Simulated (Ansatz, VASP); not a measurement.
One calculation of TiTc, two programs

```
Ti Tc
1.0
     3.12033    0.00000    0.00000
     0.00000    3.12033    0.00000
     0.00000    0.00000    3.12033
Ti Tc
1 1
Direct
  0.50000 0.50000 0.50000
  0.00000 0.00000 0.00000
```

Change from the starting cell: volume scaled by 1.01.

Alike in both runs: task single point; functional PBEsol; k mesh 12 × 12 × 12; occupations fermi-dirac, width 0.08 eV; no spin polarisation.

```csv
,VASP,Ansatz
version,VASP 6.6.1,Ansatz 0.2.0
potentials or method,"VASP PAW PBE potentials, release 64 (Ti_sv, Tc_pv), cutoff 520 eV","all-electron LAPW, scalar-relativistic"
```

Ansatz gave:

```
pressure (GPa) : -9.9
```

**Question.** What did VASP give for the same quantities?

**Answer.** Pressure (GPa): -10.2.

VASP's potentials were made for PBE, not for PBEsol. Ansatz ran all-electron here, and VASP with PAW potentials.
